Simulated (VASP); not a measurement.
A run of VASP 6.6.1:

The input INCAR:

```
PREC     = Accurate       # precision mode
ENCUT    = 520            # plane-wave cutoff, eV
EDIFF    = 1E-6           # SCF threshold, eV
ISMEAR   = 0              # smearing method
SIGMA    = 0.15           # smearing width, eV
LREAL    = False          # projectors in reciprocal space
LASPH    = True           # aspherical terms in the spheres
NELM     = 60             # most SCF steps
ALGO     = Normal         # electronic algorithm
ISIF     = 2              # what is computed and relaxed
LWAVE    = False          # write WAVECAR
LCHARG   = True           # write CHGCAR
GGA      = PE             # functional
LELF     = True           # ELF
LVHAR    = True         
NBANDS   = 13             # bands
```

The input KPOINTS:

```
regular mesh
0
Gamma
  14 14 12
```

Contents of POSCAR:

```
Ge
1.0
    1.4482586562     -2.5086906057      0.0004332457
    1.4497795691      2.5092311757     -0.0001776582
   -0.0010424406     -0.0002515738      2.6654740283
Ge
1
Direct
    0.5000000000      0.5000000000      0.0000000000
```

Potentials or basis: VASP PAW PBE potentials, release 64 (Ge_d).

The run is started by

```sh
$ cat potpaw_PBE.64/Ge_d/POTCAR > POTCAR
$ mpirun -np 1 vasp_std > vasp.out
```

Hardware: 1 thread of Intel Xeon 8259CL, with other jobs on the host.

Q: How long does it take, and how much memory?

A: Wall time 4.5 min on 1 thread of Intel Xeon 8259CL, on a shared host, peak memory 0.37 GiB. Counts: scf iterations 10, k points 1180.
